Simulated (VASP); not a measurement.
# CoSi3 (Pm-3m) in VASP: notebook

The runs below take CoSi3 through single point, with PBE.

Program: VASP 6.6.1. These are calculated values, not measurements. Logs are shortened: lines on timing, memory, paths and dates and some standing lists are left out, and cuts for length are marked.

## (1) The cell of the first run

It takes space group Pm-3m (No. 221, cubic). The conventional cell has a = 3.687 Å, b = 3.687 Å, c = 3.687 Å, α = 90.00°, β = 90.00°, γ = 90.00°. Si (site symmetry 4/mmm) has 8 Si at 2.61 Å and 4 Co at 2.61 Å within 3.4 Å. Co (site symmetry m-3m) has 12 Si at 2.61 Å within 3.4 Å.

## (2) Single point, PBE, collinear spin, ferromagnetic start

INCAR

```
PREC = Accurate
ENCUT = 520
EDIFF = 1E-7
ISMEAR = 0
SIGMA = 0.1
LREAL = F
LASPH = T
NELM = 150
ALGO = Normal
ISIF = 2
LWAVE = F
LCHARG = F
ISPIN = 2
MAGMOM = 0 0 0 0.56
LORBIT = 11
LMAXMIX = 4
GGA = PE
NBANDS = 22
```

KPOINTS

```
Automatic mesh
0
Gamma
  12 12 12
```

POSCAR

```
CoSi3
1.0
    3.6871170805      0.0000000000      0.0000000000
    0.0000000000      3.6871170805      0.0000000000
    0.0000000000      0.0000000000      3.6871170805
Si Co
3 1
Direct
    0.0000000000      0.5000000000      0.5000000000
    0.5000000000      0.0000000000      0.5000000000
    0.5000000000      0.5000000000      0.0000000000
    0.0000000000      0.0000000000      0.0000000000
```

Potentials or basis: VASP PAW PBE potentials, release 64 (Si, Co).

Command:

```bash
$ cat potpaw_PBE.64/Si/POTCAR potpaw_PBE.64/Co/POTCAR > POTCAR
$ mpirun -np 1 vasp_std > vasp.out
```

OUTCAR:

```text
PREC = Accurate
   ENCUT = 520
   EDIFF = 1E-7
   ISMEAR = 0
   LREAL = F
   LASPH = T
   NELM = 150
   ISIF = 2
   ISPIN = 2
   LORBIT = 11
   GGA = PE

 ion  position               nearest neighbor table
   1  0.000  0.500  0.500-   2 2.61   3 2.61   4 2.61   3 2.61   4 2.61   2 2.61   4 2.61   4 2.61
                             2 2.61   3 2.61   3 2.61   2 2.61
   2  0.500  0.000  0.500-   1 2.61   3 2.61   4 2.61   3 2.61   4 2.61   1 2.61   3 2.61   3 2.61
                             1 2.61   4 2.61   4 2.61   1 2.61
   3  0.500  0.500  0.000-   1 2.61   2 2.61   4 2.61   1 2.61   2 2.61   2 2.61   4 2.61   2 2.61
                             1 2.61   4 2.61   1 2.61   4 2.61
   4  0.000  0.000  0.000-   1 2.61   2 2.61   3 2.61   1 2.61   2 2.61   1 2.61   3 2.61   1 2.61
                             2 2.61   3 2.61   2 2.61   3 2.61

  LATTYP: Found a simple cubic cell.
 ALAT       =     3.6871170805

  Lattice vectors:

 A1 = (   3.6871170805,   0.0000000000,   0.0000000000)
 A2 = (   0.0000000000,   3.6871170805,   0.0000000000)
 A3 = (   0.0000000000,   0.0000000000,   3.6871170805)

Analysis of symmetry for initial positions (statically):
=====================================================================
 Subroutine PRICEL returns:
 Original cell was already a primitive cell.

 Routine SETGRP: Setting up the symmetry group for a
 simple cubic supercell.

 Subroutine GETGRP returns: Found 48 space group operations
 (whereof 48 operations were pure point group operations)
 out of a pool of 48 trial point group operations.

The static configuration has the point symmetry O_h .

Analysis of symmetry for dynamics (positions and initial velocities):
=====================================================================
 Subroutine PRICEL returns:
 Original cell was already a primitive cell.

 Routine SETGRP: Setting up the symmetry group for a
 simple cubic supercell.

 Subroutine GETGRP returns: Found 48 space group operations
 (whereof 48 operations were pure point group operations)
 out of a pool of 48 trial point group operations.

The dynamic configuration has the point symmetry O_h .

Analysis of structural, dynamic, and magnetic symmetry:
=====================================================================
 Subroutine PRICEL returns:
 Original cell was already a primitive cell.

 Routine SETGRP: Setting up the symmetry group for a
 simple cubic supercell.

 Subroutine GETGRP returns: Found 48 space group operations
 (whereof 48 operations were pure point group operations)
 out of a pool of 48 trial point group operations.

The overall configuration has the point symmetry O_h .

 Subroutine INISYM returns: Found 48 space group operations
 (whereof 48 operations are pure point group operations),
 and found     1 'primitive' translations

----------------------------------------------------------------------------------------

                                     Primitive cell

  volume of cell :      50.1257

  direct lattice vectors                    reciprocal lattice vectors
     3.687117081  0.000000000  0.000000000     0.271214604  0.000000000  0.000000000
     0.000000000  3.687117081  0.000000000     0.000000000  0.271214604  0.000000000
     0.000000000  0.000000000  3.687117081     0.000000000  0.000000000  0.271214604

  length of vectors
     3.687117081  3.687117081  3.687117081     0.271214604  0.271214604  0.271214604

  position of ions in fractional coordinates (direct lattice)
     0.000000000  0.500000000  0.500000000
     0.500000000  0.000000000  0.500000000
     0.500000000  0.500000000  0.000000000
     0.000000000  0.000000000  0.000000000

  ion indices of the primitive-cell ions
   primitive index   ion index
                 1           1
                 2           2
                 3           3
                 4           4

----------------------------------------------------------------------------------------

 KPOINTS: Automatic mesh

Automatic generation of k-mesh.
 Grid dimensions read from file:
 generate k-points for:   12   12   12

 Generating k-lattice:

  Cartesian coordinates                     Fractional coordinates (reciprocal lattice)
     0.022601217  0.000000000  0.000000000     0.083333333  0.000000000  0.000000000
     0.000000000  0.022601217  0.000000000     0.000000000  0.083333333  0.000000000
     0.000000000  0.000000000  0.022601217     0.000000000  0.000000000  0.083333333

  Length of vectors
     0.022601217  0.022601217  0.022601217

  Shift w.r.t. Gamma in fractional coordinates (k-lattice)
     0.000000000  0.000000000  0.000000000

 Subroutine IBZKPT returns following result:
 ===========================================

 Found     84 irreducible k-points:

 Following reciprocal coordinates:
            Coordinates               Weight
  0.000000  0.000000  0.000000      1.000000
  0.083333  0.000000  0.000000      6.000000
  0.166667  0.000000  0.000000      6.000000
  0.250000  0.000000  0.000000      6.000000
  0.333333  0.000000  0.000000      6.000000
  0.416667  0.000000  0.000000      6.000000
[... 16 lines left out ...]
  0.333333  0.333333  0.000000     12.000000
  0.416667  0.333333  0.000000     24.000000
 [... further k-points ...]
   k-points           NKPTS =     84   k-points in BZ     NKDIM =     84   number of bands    NBANDS=     22
   number of dos      NEDOS =    301   number of ions     NIONS =      4
   total plane-waves  NPLWV =  21952
   dimension x,y,z NGX =    28 NGY =   28 NGZ =   28
   dimension x,y,z NGXF=    56 NGYF=   56 NGZF=   56
   ions per type =               3   1
   NGX,Y,Z   is equivalent  to a cutoff of  12.62, 12.62, 12.62 a.u.
   NGXF,Y,Z  is equivalent  to a cutoff of  25.25, 25.25, 25.25 a.u.
 SYSTEM =  unknown system
   PREC   = accura    normal or accurate (medium, high low for compatibility)
   ISTART =      0    job   : 0-new  1-cont  2-samecut
   ICHARG =      2    charge: 1-file 2-atom 10-const
   ISPIN  =      2    spin polarized calculation?
   LNONCOLLINEAR =      F non collinear calculations
   LSORBIT =      F    spin-orbit coupling
   LASPH  =      T    aspherical Exc in radial PAW
   ENCUT  =  520.0 eV  38.22 Ry    6.18 a.u.   6.86  6.86  6.86*2*pi/ulx,y,z
   NELM   =    150;   NELMIN=  2; NELMDL= -5     # of ELM steps
   EDIFF  = 0.1E-06   stopping-criterion for ELM
   LREAL  =      F    real-space projection
   EDIFFG = 0.1E-05   stopping-criterion for IOM
   NSW    =      0    number of steps for IOM
   IBRION =     -1    ionic relax: 0-MD 1-quasi-New 2-CG
   NFREE  =      0    steps in history (QN), initial steepest desc. (CG)
   ISIF   =      2    stress and relaxation
   ISYM   =      2    0-nonsym 1-usesym 2-fastsym
   POTIM  = 0.5000    time-step for ionic-motion
   TEBEG  =    0.0;   TEEND  =   0.0 temperature during run
   PSTRESS=    0.0 pullay stress
   NELECT =      21.0000    total number of electrons
   NUPDOWN=      -1.0000    fix difference up-down
   EMIN   =  10.00;   EMAX   =-10.00  energy-range for DOS
   EFERMI =   0.00;   METHOD = LEGACY
   ISMEAR =     0;   SIGMA  =   0.10  broadening in eV -4-tet -1-fermi 0-gaus
   EFERMI_NEDOS =   21; number of points for ismear=-14 and -15
   IALGO  =     38    algorithm
   IMIX   =      4    mixing-type and parameters
     AMIX     =   0.40;   BMIX     =  1.00
     AMIX_MAG =   1.60;   BMIX_MAG =  1.00
  volume/ion in A,a.u.               =      12.53        84.57
  Fermi-wavevector in a.u.,A,eV,Ry     =   1.224976  2.314869 20.416451  1.500567
  Thomas-Fermi vector in A             =   2.360031
   LORBIT       =     11    0 simple, 1 ext, 2 COOP (PROOUT), +10 PAW based schemes
   GGA     = PE    functional components
   LHFCALC =     F    Hartree Fock is set to
   AEXX    =    0.0000 exact exchange contribution
   IVDW    =     0    specifies the selected vdW correction
   LEPSILON=     F    determine dielectric tensor
   LRPA    =     F    only Hartree local field effects (RPA)
 spin polarized calculation
 Gauss-broadening in eV      SIGMA  =   0.10
  energy-cutoff  :      520.00
  volume of cell :       50.13
 maximum number of plane-waves:      1376
 NGX is ok and might be reduce to    28
   NGX = 13   NGY = 13   NGZ = 13

 number of electron      20.9999991 magnetization       0.0003104

 number of electron      20.9999991 magnetization      -0.0000272

 Free energy of the ion-electron system (eV)
  ---------------------------------------------------
  ext. energy  EPLUGINS =         0.00000000
  ---------------------------------------------------
  free energy    TOTEN  =       -22.23622306 eV

  energy without entropy =      -22.22261714  energy(sigma->0) =      -22.22942010

 E-fermi :  11.3700     XC(G=0): -11.9799

 val. band max:       11.3693057517   @ k =   0.0833   0.0833   0.0833
 cond. band min:      11.3707101454   @ k =   0.4167   0.3333   0.3333
 fundamental gap:      0.0014043937
 Fermi energy:        11.3699811583

 spin component 1

 k-point     1 :       0.0000    0.0000    0.0000
  band No.  band energies     occupation
      1      -3.2574      1.00000
      2       6.2569      1.00000
      3       6.2569      1.00000
      4       6.5822      1.00000
      5       6.5822      1.00000
      6       6.5822      1.00000
[... 574 lines left out ...]
      6       8.5553      1.00000
[... 14 lines left out ...]
     21      23.2443      0.00000
     22      23.6323      0.00000

 [... further k-points ...]

 spin component 2

 k-point     1 :       0.0000    0.0000    0.0000
  band No.  band energies     occupation
      1      -3.2574      1.00000
      2       6.2569      1.00000
      3       6.2569      1.00000
      4       6.5822      1.00000
      5       6.5822      1.00000
      6       6.5822      1.00000
[... 574 lines left out ...]
      6       8.5553      1.00000
[... 14 lines left out ...]
     21      23.2443      0.00000
     22      23.6323      0.00000

 [... further k-points ...]
[... 5 lines left out ...]
  --------------------------------------------------------------------------------------
  -------------------------------------------------------------------------------------
  Total       -0.0164583     -0.0164583     -0.0164583      0.0000000      0.0000000      0.0000000
  in kB       -0.5260588     -0.5260588     -0.5260588      0.0000000      0.0000000      0.0000000
  external PRESSURE =      -0.5260588 kB  Pullay stress =       0.0000000 kB

 VOLUME and BASIS-vectors are now :
 -----------------------------------------------------------------------------
  energy-cutoff  :      520.00
  volume of cell :       50.13
      direct lattice vectors                 reciprocal lattice vectors
     3.687117081  0.000000000  0.000000000     0.271214604  0.000000000  0.000000000
     0.000000000  3.687117081  0.000000000     0.000000000  0.271214604  0.000000000
     0.000000000  0.000000000  3.687117081     0.000000000  0.000000000  0.271214604

 POSITION                                       TOTAL-FORCE (eV/Angst)
 -----------------------------------------------------------------------------------
      0.00000      1.84356      1.84356         0.000000      0.000000      0.000000
      1.84356      0.00000      1.84356         0.000000      0.000000      0.000000
      1.84356      1.84356      0.00000         0.000000      0.000000      0.000000
      0.00000      0.00000      0.00000         0.000000      0.000000      0.000000
 -----------------------------------------------------------------------------------
    total drift:                               -0.000000     -0.000000     -0.000000

  FREE ENERGIE OF THE ION-ELECTRON SYSTEM (eV)
  ---------------------------------------------------
  free  energy   TOTEN  =       -22.2362230565 eV

  energy  without entropy=      -22.2226171442  energy(sigma->0) =      -22.22942010

 total charge

# of ion       s       p       d       tot
------------------------------------------
    1        0.787   0.777   0.000   1.564
    2        0.787   0.777   0.000   1.564
    3        0.787   0.777   0.000   1.564
    4        0.427   0.417   7.489   8.332
--------------------------------------------------
tot          2.788   2.747   7.489  13.025

 magnetization (x)

# of ion       s       p       d       tot
------------------------------------------
    1       -0.000  -0.000   0.000  -0.000
    2       -0.000  -0.000   0.000  -0.000
    3       -0.000  -0.000   0.000  -0.000
    4        0.000  -0.000   0.000   0.000
--------------------------------------------------
tot         -0.000  -0.000   0.000   0.000
```

It took 2 min on 1 thread of AMD EPYC 9R45 (Zen 5), shared host; peak memory 0.23 GiB.

Results:

```
Free energy                                           : -22.2362 eV
Pressure                                              : -0.1 GPa
Net moment                                            : 0.00 μB per cell
Valence electrons inside the program's atomic spheres : Si 1.56; Co 8.33
```

Caveat: the moments typed at the start vanished in this run.

## (3) Single point, PBE, collinear spin, ferromagnetic start

This run uses another cell than the first one, of 13.28 Å³/atom.

INCAR

```
PREC = Accurate
ENCUT = 520
EDIFF = 1E-6
ISMEAR = 0
SIGMA = 0.1
LREAL = False
LASPH = True
NELM = 150
ALGO = Normal
ISIF = 2
LWAVE = False
LCHARG = False
ISPIN = 2
MAGMOM = 0 0 0 3.5
LORBIT = 11
LMAXMIX = 4
GGA = PE
NBANDS = 22
```

KPOINTS is that of step 2.

POSCAR

```
CoSi3
1.0
    3.7594318531      0.0000000000      0.0000000000
    0.0000000000      3.7594318531      0.0000000000
    0.0000000000      0.0000000000      3.7594318531
Si Co
3 1
Direct
    0.0000000000      0.5000000000      0.5000000000
    0.5000000000      0.0000000000      0.5000000000
    0.5000000000      0.5000000000      0.0000000000
    0.0000000000      0.0000000000      0.0000000000
```

Potentials or basis: VASP PAW PBE potentials, release 64 (Si, Co).

Command:

```bash
$ cat potpaw_PBE.64/Si/POTCAR potpaw_PBE.64/Co/POTCAR > POTCAR
$ mpirun -np 1 vasp_std > vasp.out
```

It took 2.3 min on 1 thread of AMD EPYC 9R45 (Zen 5), shared host; peak memory 0.24 GiB.

Results (log left out):

```
Free energy                                           : -22.1716 eV
Pressure                                              : -6.6 GPa
Net moment                                            : 0.00 μB per cell
Valence electrons inside the program's atomic spheres : Si 1.54; Co 8.23
```

Levels at points of the mesh, in eV from the Fermi level:
Spin up:
| k point | band 7 | band 8 | band 9 | band 10 | band 11 | band 12 | band 13 | band 14 |
| --- | --- | --- | --- | --- | --- | --- | --- | --- |
| (0.00, 0.00, 0.00) | -1.57 | -1.57 | -1.57 | -0.72 | 0.36 | 0.36 | 3.83 | 3.83 |
| (0.50, 0.00, 0.00) | -1.44 | -1.18 | -1.18 | -1.18 | -0.38 | 0.26 | 0.26 | 2.23 |
| (0.50, 0.50, 0.00) | -1.37 | -1.16 | -1.07 | -0.87 | 1.54 | 1.69 | 1.69 | 2.38 |
| (0.50, 0.50, 0.50) | -5.71 | -1.66 | -1.02 | -1.02 | -0.25 | -0.25 | -0.25 | 9.41 |
Spin down:
```tsv
k point	band 7	band 8	band 9	band 10	band 11	band 12	band 13	band 14
(0.00, 0.00, 0.00)	-1.57	-1.57	-1.57	-0.72	0.36	0.36	3.83	3.83
(0.50, 0.00, 0.00)	-1.44	-1.18	-1.18	-1.18	-0.38	0.26	0.26	2.23
(0.50, 0.50, 0.00)	-1.37	-1.16	-1.07	-0.87	1.54	1.69	1.69	2.38
(0.50, 0.50, 0.50)	-5.71	-1.66	-1.02	-1.02	-0.25	-0.25	-0.25	9.41
```

Caveat: the cell stands under tension; the moments typed at the start vanished in this run.

[end of part 1 of 2]
